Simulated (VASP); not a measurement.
Here is a VASP 6.6.1 calculation.

File INCAR:

```
PREC = Accurate ; ENCUT = 520
EDIFF = 1E-6 ; ISMEAR = -1
SIGMA = 0.1 ; LREAL = F
LASPH = T ; NELM = 60
ALGO = Normal ; ISIF = 2
LWAVE = F ; LCHARG = F
GGA = B5 ; ALDAX = 1.0
AGGAX = 1.0 ; AGGAC = 1.0
ALDAC = 0.0 ; NBANDS = 12
```

The input KPOINTS:

```
regular mesh
0
Gamma
  12 12 12
```

POSCAR

```
Tl
1.0
    0.0000000000      2.6739379839      2.6739379839
    2.6739379839      0.0000000000      2.6739379839
    2.6739379839      2.6739379839      0.0000000000
Tl
1
Direct
    0.0000000000      0.0000000000      0.0000000000
```

Potentials or basis: VASP PAW PBE potentials, release 64 (Tl_d).

Command:

```sh
$ cat potpaw_PBE.64/Tl_d/POTCAR > POTCAR
$ mpirun -np 1 vasp_std > vasp.out
```

Q: What does it give for the pressure?

A: -1.2 GPa.

Caveat: the PAW data sets were made with another functional, which shifts forces and pressure a little.
